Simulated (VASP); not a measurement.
# CuI (Marshite) (I-4m2) in VASP: notebook, part 2 of 2

VASP 6.6.1. The steps go on from the part before.

## 3. Single point, PBEsol (in-plane strain +0.02)

The input, INCAR:

```
PREC = Accurate ; ENCUT = 520
EDIFF = 1E-6 ; ISMEAR = 0
SIGMA = 0.01 ; LREAL = F
LASPH = T ; NELM = 100
ALGO = Normal ; ISIF = 2
LWAVE = F ; LCHARG = F
GGA = PS ; NBANDS = 16
```

The input, KPOINTS:

```
Automatic mesh
0
Gamma
  6 6 6
```

The input, POSCAR:

```
CuI
1.0
    3.0289315091      3.0289315091      0.0000000000
   -3.0289315091      3.0289315091      0.0000000000
    0.0000000000      3.0289315091      2.9339062068
Cu I
1 1
Direct
    0.7500000000      0.2500000000      0.5000000000
    0.0000000000      0.0000000000      0.0000000000
```

Potentials or basis: VASP PAW PBE potentials, release 64 (Cu, I).

The run is started by

```bash
cat potpaw_PBE.64/Cu/POTCAR potpaw_PBE.64/I/POTCAR > POTCAR
mpirun -np 1 vasp_std > vasp.out
```

OUTCAR:

```text
PREC = Accurate
   ENCUT = 520
   EDIFF = 1E-6
   ISMEAR = 0
   LREAL = F
   LASPH = T
   NELM = 100
   ISIF = 2
   GGA = PS

 ion  position               nearest neighbor table
   1  0.750  0.250  0.500-   2 2.60   2 2.60   2 2.60   2 2.60
   2  0.000  0.000  0.000-   1 2.60   1 2.60   1 2.60   1 2.60

  LATTYP: Found a body centered tetragonal cell.
 ALAT       =     4.2835560197
 C/A-ratio  =     1.3698460780

  Lattice vectors:

 A1 = (   3.0289315091,   0.0000000000,  -2.9339062068)
 A2 = (  -3.0289315091,   0.0000000000,  -2.9339062068)
 A3 = (   0.0000000000,   3.0289315091,   2.9339062068)

Analysis of symmetry for initial positions (statically):
=====================================================================
 Subroutine PRICEL returns:
 Original cell was already a primitive cell.

 Routine SETGRP: Setting up the symmetry group for a
 body centered tetragonal supercell.

 Subroutine GETGRP returns: Found  8 space group operations
 (whereof  8 operations were pure point group operations)
 out of a pool of 16 trial point group operations.

The static configuration has the point symmetry D_2d.

Analysis of symmetry for dynamics (positions and initial velocities):
=====================================================================
 Subroutine PRICEL returns:
 Original cell was already a primitive cell.

 Routine SETGRP: Setting up the symmetry group for a
 body centered tetragonal supercell.

 Subroutine GETGRP returns: Found  8 space group operations
 (whereof  8 operations were pure point group operations)
 out of a pool of 16 trial point group operations.

The dynamic configuration has the point symmetry D_2d.

 Subroutine INISYM returns: Found  8 space group operations
 (whereof  8 operations are pure point group operations),
 and found     1 'primitive' translations

----------------------------------------------------------------------------------------

                                     Primitive cell

  volume of cell :      53.8338

  direct lattice vectors                    reciprocal lattice vectors
     3.028931509  3.028931509  0.000000000     0.165074713  0.165074713 -0.170421263
    -3.028931509  3.028931509  0.000000000    -0.165074713  0.165074713 -0.170421263
     0.000000000  3.028931509  2.933906207     0.000000000  0.000000000  0.340842525

  length of vectors
     4.283556020  4.283556020  4.216898353     0.289037590  0.289037590  0.340842525

  position of ions in fractional coordinates (direct lattice)
     0.750000000  0.250000000  0.500000000
     0.000000000  0.000000000  0.000000000

  ion indices of the primitive-cell ions
   primitive index   ion index
                 1           1
                 2           2

----------------------------------------------------------------------------------------

 KPOINTS: Automatic mesh

Automatic generation of k-mesh.
 Grid dimensions read from file:
 generate k-points for:    6    6    6

 Generating k-lattice:

  Cartesian coordinates                     Fractional coordinates (reciprocal lattice)
     0.027512452  0.027512452 -0.028403544     0.166666667  0.000000000  0.000000000
    -0.027512452  0.027512452 -0.028403544     0.000000000  0.166666667  0.000000000
     0.000000000  0.000000000  0.056807088     0.000000000  0.000000000  0.166666667

  Length of vectors
     0.048172932  0.048172932  0.056807088

  Shift w.r.t. Gamma in fractional coordinates (k-lattice)
     0.000000000  0.000000000  0.000000000

 Subroutine IBZKPT returns following result:
 ===========================================

 Found     30 irreducible k-points:

 Following reciprocal coordinates:
            Coordinates               Weight
  0.000000  0.000000  0.000000      1.000000
  0.166667  0.000000 -0.000000      8.000000
  0.333333  0.000000  0.000000      8.000000
  0.500000  0.000000  0.000000      4.000000
  0.166667  0.166667 -0.000000      8.000000
  0.333333  0.166667 -0.000000     16.000000
[... 16 lines left out ...]
 -0.333333 -0.333333  0.166667      4.000000
 -0.166667 -0.333333  0.166667     16.000000
 [... further k-points ...]
   k-points           NKPTS =     30   k-points in BZ     NKDIM =     30   number of bands    NBANDS=     16
   number of dos      NEDOS =    301   number of ions     NIONS =      2
   total plane-waves  NPLWV =  32768
   dimension x,y,z NGX =    32 NGY =   32 NGZ =   32
   dimension x,y,z NGXF=    64 NGYF=   64 NGZF=   64
   ions per type =               1   1
   NGX,Y,Z   is equivalent  to a cutoff of  12.42, 12.42, 12.62 a.u.
   NGXF,Y,Z  is equivalent  to a cutoff of  24.84, 24.84, 25.23 a.u.
 SYSTEM =  unknown system
   PREC   = accura    normal or accurate (medium, high low for compatibility)
   ISTART =      0    job   : 0-new  1-cont  2-samecut
   ICHARG =      2    charge: 1-file 2-atom 10-const
   ISPIN  =      1    spin polarized calculation?
   LNONCOLLINEAR =      F non collinear calculations
   LSORBIT =      F    spin-orbit coupling
   LASPH  =      T    aspherical Exc in radial PAW
   ENCUT  =  520.0 eV  38.22 Ry    6.18 a.u.   7.96  7.96  7.84*2*pi/ulx,y,z
   NELM   =    100;   NELMIN=  2; NELMDL= -5     # of ELM steps
   EDIFF  = 0.1E-05   stopping-criterion for ELM
   LREAL  =      F    real-space projection
   EDIFFG = 0.1E-04   stopping-criterion for IOM
   NSW    =      0    number of steps for IOM
   IBRION =     -1    ionic relax: 0-MD 1-quasi-New 2-CG
   NFREE  =      0    steps in history (QN), initial steepest desc. (CG)
   ISIF   =      2    stress and relaxation
   ISYM   =      2    0-nonsym 1-usesym 2-fastsym
   POTIM  = 0.5000    time-step for ionic-motion
   TEBEG  =    0.0;   TEEND  =   0.0 temperature during run
   PSTRESS=    0.0 pullay stress
   NELECT =      18.0000    total number of electrons
   NUPDOWN=      -1.0000    fix difference up-down
   EMIN   =  10.00;   EMAX   =-10.00  energy-range for DOS
   EFERMI =   0.00;   METHOD = LEGACY
   ISMEAR =     0;   SIGMA  =   0.01  broadening in eV -4-tet -1-fermi 0-gaus
   EFERMI_NEDOS =   21; number of points for ismear=-14 and -15
   IALGO  =     38    algorithm
   IMIX   =      4    mixing-type and parameters
     AMIX     =   0.40;   BMIX     =  1.00
     AMIX_MAG =   1.60;   BMIX_MAG =  1.00
  volume/ion in A,a.u.               =      26.92       181.64
  Fermi-wavevector in a.u.,A,eV,Ry     =   1.136268  2.147234 17.566537  1.291104
  Thomas-Fermi vector in A             =   2.272973
   LORBIT       =      0    0 simple, 1 ext, 2 COOP (PROOUT), +10 PAW based schemes
   GGA     = PS    functional components
   LHFCALC =     F    Hartree Fock is set to
   AEXX    =    0.0000 exact exchange contribution
   IVDW    =     0    specifies the selected vdW correction
   LEPSILON=     F    determine dielectric tensor
   LRPA    =     F    only Hartree local field effects (RPA)
 non-spin polarized calculation
 Gauss-broadening in eV      SIGMA  =   0.01
  energy-cutoff  :      520.00
  volume of cell :       53.83
 maximum number of plane-waves:      1482
   NGX = 15   NGY = 15   NGZ = 15

 number of electron      18.0000003 magnetization

 Free energy of the ion-electron system (eV)
  ---------------------------------------------------
  ext. energy  EPLUGINS =         0.00000000
  ---------------------------------------------------
  free energy    TOTEN  =        -6.31106621 eV

  energy without entropy =       -6.31106621  energy(sigma->0) =       -6.31106621

 E-fermi :   4.8090     XC(G=0):  -9.2993

 val. band max:        4.6923563591   @ k =   0.0000   0.0000   0.0000
 cond. band min:       5.7774121714   @ k =   0.0000   0.0000   0.0000
 fundamental gap:      1.0850558123
 Fermi energy:         4.8089960850

 k-point     1 :       0.0000    0.0000    0.0000
  band No.  band energies     occupation
      1      -9.5487      2.00000
      2       0.8485      2.00000
      3       0.8485      2.00000
      4       0.8841      2.00000
      5       2.6249      2.00000
      6       2.6538      2.00000
[... 8 lines left out ...]
     15      14.0630      0.00000
     16      14.5024      0.00000

 k-point     2 :       0.1667    0.0000   -0.0000
  band No.  band energies     occupation
      1      -9.4120      2.00000
      2       0.3445      2.00000
      3       0.8507      2.00000
      4       0.8940      2.00000
      5       2.6179      2.00000
      6       2.6413      2.00000
[... 8 lines left out ...]
     15      13.4279      0.00000
     16      13.7931      0.00000
[... 387 lines left out ...]
      5       2.5843      2.00000
      6       2.5904      2.00000
[... 8 lines left out ...]
     15      16.5437      0.00000
     16      16.8392      0.00000

 k-point    24 :      -0.1667   -0.3333    0.1667
  band No.  band energies     occupation
      1      -8.7796      2.00000
      2      -0.7285      2.00000
      3       0.0615      2.00000
      4       0.7715      2.00000
      5       2.5391      2.00000
      6       2.6451      2.00000
[... 8 lines left out ...]
     15      15.8919      0.00000
     16      16.7251      0.00000

 [... further k-points ...]
[... 5 lines left out ...]
  --------------------------------------------------------------------------------------
  -------------------------------------------------------------------------------------
  Total       -0.3474034     -0.3474034     -0.1447865      0.0000000      0.0000000      0.0000000
  in kB      -10.3392617    -10.3392617     -4.3090709      0.0000000      0.0000000      0.0000000
  external PRESSURE =      -8.3291981 kB  Pullay stress =       0.0000000 kB

 VOLUME and BASIS-vectors are now :
 -----------------------------------------------------------------------------
  energy-cutoff  :      520.00
  volume of cell :       53.83
      direct lattice vectors                 reciprocal lattice vectors
     3.028931509  3.028931509  0.000000000     0.165074713  0.165074713 -0.170421263
    -3.028931509  3.028931509  0.000000000    -0.165074713  0.165074713 -0.170421263
     0.000000000  3.028931509  2.933906207     0.000000000  0.000000000  0.340842525

 POSITION                                       TOTAL-FORCE (eV/Angst)
 -----------------------------------------------------------------------------------
      1.51447      4.54340      1.46695         0.000000     -0.000000      0.000000
      0.00000      0.00000      0.00000        -0.000000      0.000000      0.000000
 -----------------------------------------------------------------------------------
    total drift:                                0.000001     -0.000000     -0.000000

  FREE ENERGIE OF THE ION-ELECTRON SYSTEM (eV)
  ---------------------------------------------------
  free  energy   TOTEN  =        -6.3110662082 eV

  energy  without entropy=       -6.3110662082  energy(sigma->0) =       -6.31106621
```

OSZICAR:

```text
N       E                     dE             d eps       ncg     rms          rms(c)
DAV:   1     0.940385199518E+02    0.94039E+02   -0.75352E+03   960   0.120E+03
DAV:   2    -0.498217604317E+00   -0.94537E+02   -0.85777E+02  1016   0.232E+02
DAV:   3    -0.646482415245E+01   -0.59666E+01   -0.58858E+01  1312   0.619E+01
DAV:   4    -0.662349965726E+01   -0.15868E+00   -0.15861E+00  1152   0.937E+00
DAV:   5    -0.663221980712E+01   -0.87201E-02   -0.87200E-02  1488   0.246E+00    0.601E+00
DAV:   6    -0.654333049928E+01    0.88889E-01   -0.40307E+00  1048   0.540E+01    0.393E+00
DAV:   7    -0.631404104198E+01    0.22929E+00   -0.93496E-01  1104   0.331E+01    0.167E+00
DAV:   8    -0.631497832909E+01   -0.93729E-03   -0.57131E-02  1448   0.422E+00    0.616E-01
DAV:   9    -0.631106009649E+01    0.39182E-02   -0.13244E-02  1224   0.324E+00    0.237E-01
DAV:  10    -0.631114156235E+01   -0.81466E-04   -0.59778E-04  1248   0.188E-01    0.191E-01
DAV:  11    -0.631105864319E+01    0.82919E-04   -0.29234E-04  1264   0.536E-01    0.289E-02
DAV:  12    -0.631106596758E+01   -0.73244E-05   -0.11845E-04  1592   0.212E-01    0.447E-02
DAV:  13    -0.631106620820E+01   -0.24063E-06   -0.48513E-06  1120   0.153E-02
   1 F= -.63110662E+01 E0= -.63110662E+01  d E =-.214765E-63
```

stdout:

```text
POSCAR found type information on POSCAR CuI
 POSCAR found :  2 types and       2 ions
 scaLAPACK will be used
 -----------------------------------------------------------------------------
|                                                                             |
|                                                                             |
|     You enforced a specific xc type in the INCAR file but a different       |
|     I HOPE YOU KNOW WHAT YOU ARE DOING!                                     |
|                                                                             |
 -----------------------------------------------------------------------------

 LDA part: xc-table for (Slater+PW92), standard interpolation
 POSCAR, INCAR and KPOINTS ok, starting setup
 FFT: planning ... GRIDC
 FFT: planning ... GRID_SOFT
 FFT: planning ... GRID
 WAVECAR not read
 entering main loop
```

Wall time 11 s (1 thread of Intel Xeon 6975P-C (Granite Rapids), shared host); peak memory 0.18 GiB.

What came out:

* Free energy: -6.3111 eV
* Pressure: -0.8 GPa
* Band gap on the k mesh: 1.08 eV, direct

Levels at points of the mesh, in eV from the valence-band top:
```
           k point  band 6  band 7  band 8  band 9  band 10  band 11  band 12  band 13
(0.00, 0.00, 0.00)   -2.04   -0.05   -0.05    0.00     1.08     4.75     4.75     4.80
(0.50, 0.00, 0.00)   -2.02   -1.98   -0.83   -0.77     2.07     5.19     5.44     7.28
(0.50, 0.50, 0.00)   -2.01   -1.95   -1.70   -1.63     2.55     2.88     9.18     9.70
(0.00, 0.00, 0.50)   -1.97   -1.96   -1.68   -1.68     2.42     2.64     9.45     9.84
```

Caveat: the cell differs from its parent crystal (in-plane strain +0.02); the PAW data sets were made with another functional, which shifts forces and pressure a little; spin-orbit coupling is left out, which moves the levels of the heavy elements.
